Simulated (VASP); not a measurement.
Wanted: the native input for a VASP 6.6.1 run.

- Task: single point
- Functional: PBEsol
- Potentials or basis: VASP PAW PBE potentials, release 64 (O)
- Cutoff: 520 eV
- k mesh: 13 × 13 × 5
- Occupations: fermi-dirac, width 0.03 eV
- Spin: no spin polarisation
- Dipole correction: no
- Further INCAR settings: ALGO = Normal; EDIFF = 1e-06; NBANDS = 20

The structure of O lies in POSCAR:

```
O
1.0
    2.5779602975      0.0000000000      0.0000000000
   -1.2889801488      2.2325791076      0.0000000000
    0.0000000000      0.0000000000      6.6185443154
O
4
Direct
    0.3333333333      0.6666666667      0.1610000000
    0.6666666667      0.3333333333      0.6610000000
    0.3333333333      0.6666666667      0.3390000000
    0.6666666667      0.3333333333      0.8390000000
```

This cell differs from its parent crystal: volume scaled by 1.02.

One way to write it, as run:

INCAR

```
SYSTEM = O
  PREC = Accurate
  ENCUT = 520
  EDIFF = 1E-6
  ISMEAR = -1
  SIGMA = 0.03
  LREAL = .False.
  LASPH = .True.
  NELM = 60
  ALGO = Normal
  ISIF = 2
  LWAVE = .False.
  LCHARG = .False.
  GGA = PS
  NBANDS = 20
```

KPOINTS

```
Automatic mesh
0
Gamma
  13 13 5
  0 0 0
```

Potentials or basis: VASP PAW PBE potentials, release 64 (O).

Command:

```sh
$ cat potpaw_PBE.64/O/POTCAR > POTCAR
$ mpirun -np 1 vasp_std > vasp.out
```

It gave:

* Pressure: 13.1 GPa
* Largest force: 3.823 eV/Å
* Band gap on the k mesh: zero (band 12 reaches 3.19 eV, above the bottom of band 13 at 1.27 eV)

Caveat: the standard files for N, O and F lose accuracy on very short bonds; spin is off for a triplet molecule; the PAW data sets were made with another functional, which shifts forces and pressure a little.

Wall time 17 s on 1 thread of Intel(R) Xeon(R) Platinum 8559C (Emerald Rapids), with other jobs on the host, peak memory 0.16 GiB.
